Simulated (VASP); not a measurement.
Set up this calculation in VASP 6.6.1, as the native input.

```
Task                   : single point
Functional             : LDA
Potentials or basis    : VASP PAW LDA potentials, release 64 (Ti_sv, B)
Cutoff                 : 500 eV
k mesh                 : 9 × 9 × 9
Occupations            : methfessel-paxton, width 0.1 eV
Spin                   : no spin polarisation
Dipole correction      : no
Further INCAR settings : ALGO = Normal; EDIFF = 1e-06; NBANDS = 14
```

The structure of TiB lies in POSCAR:

```
TiB
1.0
    0.0000000000      2.0726046273      2.0726046273
    2.0726046273      0.0000000000      2.0726046273
    2.0726046273      2.0726046273      0.0000000000
Ti B
1 1
Direct
    0.2500000000      0.2500000000      0.2500000000
    0.0000000000      0.0000000000      0.0000000000
```

One way to write it, as run:

INCAR

```
SYSTEM = TiB
PREC = Accurate
ENCUT = 500
EDIFF = 1E-6
ISMEAR = 1
SIGMA = 0.1
LREAL = .False.
LASPH = .True.
NELM = 120
ALGO = Normal
ISIF = 2
LWAVE = .False.
LCHARG = .False.
GGA = CA
NBANDS = 14
GGA_COMPAT = .False.
```

KPOINTS

```
Automatic mesh
0
Gamma
  9 9 9
  0 0 0
```

Potentials or basis: VASP PAW LDA potentials, release 64 (Ti_sv, B).

Run with:

```bash
$ cat potpaw_LDA.64/Ti_sv/POTCAR potpaw_LDA.64/B/POTCAR > POTCAR
$ mpirun -np 1 vasp_std > vasp.out
```

It gave:

| Quantity | Value |
| --- | --- |
| Pressure | 123.4 GPa |

It took 9.9 s on 1 thread of Intel Xeon 8259CL, on a shared host, peak memory 0.13 GiB.
